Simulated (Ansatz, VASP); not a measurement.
## One calculation of CuH8, two programs

```
Cu H
1.0
     5.28348   -3.27790    0.26145
     5.28348    3.27790    0.26145
    -3.60241    0.00000    2.46237
Cu H
1 8
Direct
  0.24073 0.75927 0.50000
  0.79722 0.31562 0.08515
  0.68438 0.20278 0.91485
  0.23921 0.75780 0.89725
  0.24220 0.76079 0.10275
  0.24041 0.34946 0.09099
  0.65054 0.75959 0.90901
  0.24111 0.16912 0.90904
  0.83088 0.75889 0.09096
```

Change from the starting cell: species swapped into the LiO8 type (C2, No. 5).

Alike in both runs: functional PBE; k mesh 4 × 4 × 4; occupations gaussian, width 0.1 eV; no spin polarisation.

Ansatz relaxed the structure, and its values are those at the end. VASP's run is a single point on that final structure, the one shown.

|  | VASP | Ansatz |
| --- | --- | --- |
| version | VASP 6.6.1 | Ansatz 0.2.0 |
| potentials or method | VASP PAW PBE potentials, release 64 (Cu, H), cutoff 520 eV | scalar-relativistic, plane waves, PAW |
| valence electrons in the cell | 19 | 27 |

```tsv
	VASP	Ansatz	Ansatz less VASP
gap on the k mesh at the Fermi level (eV)	none	none	-
pressure (GPa)	-0.2	-0.1	+0.11
rms of the force components (eV/Å)	0.031	0.020	-0.0110
```

A gap of «none» marks a metal or a gap that the smearing closes. The functional is the same, so the differences come from potentials, cutoffs and numerics. VASP's potentials hold 19 valence electrons a cell and Ansatz's 27, so a difference there can come from the potentials and not from the codes.

The k mesh is coarse, so the values compare programs but aren't converged.
